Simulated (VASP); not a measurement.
Input of a VASP 6.6.1 run:

File INCAR:

```
SYSTEM = Ge
  ALGO = Normal
  EDIFF = 1E-6
  EDIFFG = -0.005
  ENCUT = 600
  GGA = PE
  IBRION = 2
  ISIF = 3
  ISMEAR = -1
  LASPH = .TRUE.
  LCHARG = .FALSE.
  LREAL = .FALSE.
  LWAVE = .FALSE.
  NELM = 100
  NSW = 32
  PREC = Accurate
  PSTRESS = 1100.0
  SIGMA = 0.05
```

The input KPOINTS:

```
k-points
0
G
  19 19 19
  0 0 0
```

Contents of POSCAR:

```
Ge
1.0
   -1.4190955730      1.4190955730      1.4190955730
    1.4190955730     -1.4190955730      1.4190955730
    1.4190955730      1.4190955730     -1.4190955730
Ge
1
Direct
    0.0000000000      0.0000000000      0.0000000000
```

Potentials or basis: VASP PAW PBE potentials, release 64 (Ge_d).

Command:

```bash
$ cat potpaw_PBE.64/Ge_d/POTCAR > POTCAR
$ mpirun -np 1 vasp_std > vasp.out
```

Question: Predict the relaxed volume.

Answer: 11.44 Å³/atom.

Question: Predict the relaxed cell.

Answer: a = 2.459 Å, b = 2.459 Å, c = 2.459 Å, α = 109.47°, β = 109.47°, γ = 109.47°.

Question: Estimate the band gap on the k mesh.

Answer: Zero (bands 7 and 8 overlap by 21.22 eV).

The path:
| step | energy change (eV) | largest force (eV/Å) | pressure (GPa) | volume (Å³) |
| --- | --- | --- | --- | --- |
| 1 | 0.0000 | 0.0000 | 110.37 | 11.43 |
| 2 | -0.0298 | 0.0000 | 108.91 | 11.47 |
| 3 | -0.0085 | 0.0000 | 109.96 | 11.44 |

Caveat: the cell is relaxed towards a set pressure, so the run minimises the enthalpy, not the energy.
